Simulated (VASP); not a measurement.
## S: single point with PBE

S:

```
S
1.0
    -2.79838    2.79838    1.16051
     2.79838   -2.79838    1.16051
     2.79838    2.79838   -1.16051
S
2
Direct
  0.62500 0.87500 0.75000
  0.37500 0.12500 0.25000
```

```
Program                 : VASP 6.6.1
Task                    : single point
Functional              : PBE
Potentials or basis     : VASP PAW PBE potentials, release 64 (S)
Cutoff                  : 520 eV
k mesh                  : 17 × 17 × 17
Occupations             : fermi-dirac, width 0.1 eV
Spin                    : no spin polarisation
Dipole correction       : no
k mesh for the DOS      : 26 × 26 × 26
Occupations for the DOS : tetrahedron
Further INCAR settings  : ALGO = Normal; EDIFF = 1e-07; NBANDS = 13
```

```
Valence electrons inside the program's atomic spheres : S 3.51
```

Levels at points of the mesh, in eV from the Fermi level:
```tsv
k point	band 3	band 4	band 5	band 6	band 7	band 8	band 9	band 10
(0.00, 0.00, 0.00)	-5.36	-5.36	-0.16	-0.16	3.27	6.27	6.36	6.60
(0.50, 0.00, 0.00)	-7.20	-6.44	-2.19	-0.36	0.40	1.15	6.48	6.50
(0.50, 0.50, 0.00)	-3.60	-3.60	-3.50	-3.50	6.32	6.32	8.92	8.92
(0.50, 0.50, 0.50)	-6.98	-6.98	0.82	0.82	6.16	6.16	8.89	8.89
```

It took 13 min on 1 thread of Intel Xeon 8259CL, on a shared host, peak memory 0.62 GiB.
